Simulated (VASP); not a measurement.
**MgO: dielectric tensor with PBEsol**

The system is MgO.

```
Mg O
1.0
     3.48638    0.00000    0.00000
    -1.74319    3.01929    0.00000
     0.00000    0.00000    4.17804
Mg O
2 2
Direct
  0.66667 0.33333 0.75000
  0.33333 0.66667 0.25000
  0.66667 0.33333 0.25000
  0.33333 0.66667 0.75000
```

```json
{
 "Program": "VASP 6.6.1",
 "Task": "dielectric tensor",
 "Functional": "PBEsol",
 "Potentials or basis": "VASP PAW PBE potentials, release 64 (Mg, O)",
 "Cutoff": "520 eV",
 "k mesh": "6 × 6 × 6",
 "Occupations": "gaussian, width 0.01 eV",
 "Spin": "no spin polarisation",
 "Dipole correction": "no",
 "Further INCAR settings": "ALGO = Normal; EDIFF = 1e-08"
}
```

```json
{
  "Band gap on the k mesh": "3.31 eV, direct",
  "Electronic dielectric tensor (diagonal)": "2.99, 2.99, 3.00",
  "Born charges (mean of the diagonal)": "Mg +1.84; O -1.84 e"
}
```

Levels at points of the mesh, in eV from the valence-band top:
| k point | band 6 | band 7 | band 8 | band 9 | band 10 | band 11 |
| --- | --- | --- | --- | --- | --- | --- |
| (0.00, 0.00, 0.00) | -0.81 | -0.81 | 0.00 | 3.31 | 9.39 | 12.11 |
| (0.50, 0.00, 0.00) | -1.98 | -1.32 | -0.53 | 6.84 | 9.01 | 9.68 |
| (0.00, 0.00, 0.50) | -1.30 | -1.30 | -1.30 | 6.35 | 6.35 | 12.77 |
| (0.50, 0.00, 0.50) | -1.56 | -0.83 | -0.83 | 7.17 | 7.17 | 11.89 |

Electronic dielectric tensor:
```
2.99 0.00 0.00
0.00 2.99 0.00
0.00 0.00 3.00
```

Born effective charge tensors (e):
atom 1, Mg
```
1.77 0.00 0.00
0.00 1.77 0.00
0.00 0.00 1.99
```
atom 2, Mg
```
1.77 0.00 0.00
0.00 1.77 0.00
0.00 0.00 1.99
```
atom 3, O
```
-1.77  0.00  0.00
 0.00 -1.77  0.00
 0.00  0.00 -1.99
```
atom 4, O
```
-1.77  0.00  0.00
 0.00 -1.77  0.00
 0.00  0.00 -1.99
```

Run time: 65 s on 1 thread of Intel(R) Xeon(R) 6975P-C (Granite Rapids), on a shared host, peak memory 0.22 GiB.

 PBEsol gaps usually lie below the measured ones, often by a third to a half.
